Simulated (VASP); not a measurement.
Here is a VASP 6.6.1 calculation.

Contents of INCAR:

```
SYSTEM = Si9O16
PREC = Accurate
ENCUT = 520
EDIFF = 1E-6
ISMEAR = -1
SIGMA = 0.05
LREAL = Auto
LASPH = .TRUE.
NELM = 80
ALGO = Normal
ISIF = 2
LWAVE = .FALSE.
LCHARG = .TRUE.
GGA = CA
LELF = .TRUE.
LVHAR = .TRUE.
NBANDS = 84
```

Contents of KPOINTS:

```
Automatic mesh
0
G
  2 2 2
  0 0 0
```

Contents of POSCAR:

```
Si9O16
1.0
   -4.1797000000     -4.1797000000      0.0000000000
    4.1797000000     -4.1797000000      0.0000000000
    0.0000000000      0.0000000000      5.3338000000
Si O
9 16
Direct
    0.5062372898      0.5241390530     -0.0054683340
    0.0169034859      0.5093574898      0.2486714912
    0.5240463430      0.5136171256      0.4936709288
    0.0158629806      0.5059026964      0.7160874049
   -0.0934089767     -0.1314030911     -0.0213510068
    0.5091006532      0.0023621313      0.2706014474
    0.0033338517      0.0217385219      0.4828885598
    0.4817747685      0.0426092782      0.7530754809
    0.1681257028      0.1039833002      0.9709696652
    0.2036845946      0.5166218867     -0.0151631107
    0.0306254037      0.2215338421      0.2391973827
    0.8278770007      0.5450954614     -0.0176755784
   -0.0403673709      0.7992895423      0.2747079006
    0.2185239371      0.5251605378      0.4837854813
    0.0084300309      0.2262377683      0.7173525442
    0.8185676005      0.4809555710      0.4813789418
   -0.0233921095      0.7917357705      0.6906301324
    0.6717308659      0.0139513601     -0.0012544527
    0.5547419671      0.6923240902      0.2573883535
    0.3002710721     -0.0973689499      0.1190916420
    0.5028521186      0.3146699524      0.2343400577
    0.6981879082      0.0338179774      0.5029974877
    0.5125963586      0.7177345264      0.7442461285
    0.3061677872      0.0200168672      0.5044765458
    0.5304414192      0.3393844056      0.7441630732
```

Potentials or basis: VASP PAW LDA potentials, release 64 (Si, O).

Command:

```console
$ cat potpaw_LDA.64/Si/POTCAR potpaw_LDA.64/O/POTCAR > POTCAR
$ mpirun -np 1 vasp_std > vasp.out
```

Problem. Estimate the band gap on the k mesh.

Solution. 2.72 eV.

Problem. Predict the pressure.

Solution. 33.3 GPa.

Problem. Predict the largest force.

Solution. 0.116 eV/Å.

Forces on the atoms (eV/Å):
```
Si  -0.004 -0.008  0.011
Si   0.021 -0.005 -0.021
Si  -0.008  0.008  0.014
Si   0.014 -0.017  0.036
Si   0.019 -0.099 -0.004
Si  -0.049 -0.090  0.025
Si  -0.010  0.032  0.005
Si  -0.020 -0.019  0.052
Si   0.074  0.035 -0.060
O   -0.003  0.000 -0.002
O   -0.010 -0.002 -0.021
O    0.007  0.013  0.000
O   -0.020  0.014  0.050
O   -0.056 -0.059  0.000
O   -0.012  0.003  0.012
O    0.039  0.056  0.005
O   -0.019  0.014 -0.078
O    0.035  0.024  0.001
O    0.035 -0.050 -0.022
O   -0.050  0.103 -0.018
O   -0.020  0.037  0.006
O   -0.020 -0.020  0.029
O    0.043 -0.041 -0.019
O    0.030  0.033 -0.005
O   -0.018  0.038  0.005
```

Caveat: the k points lie up to 0.59 Å⁻¹ apart.
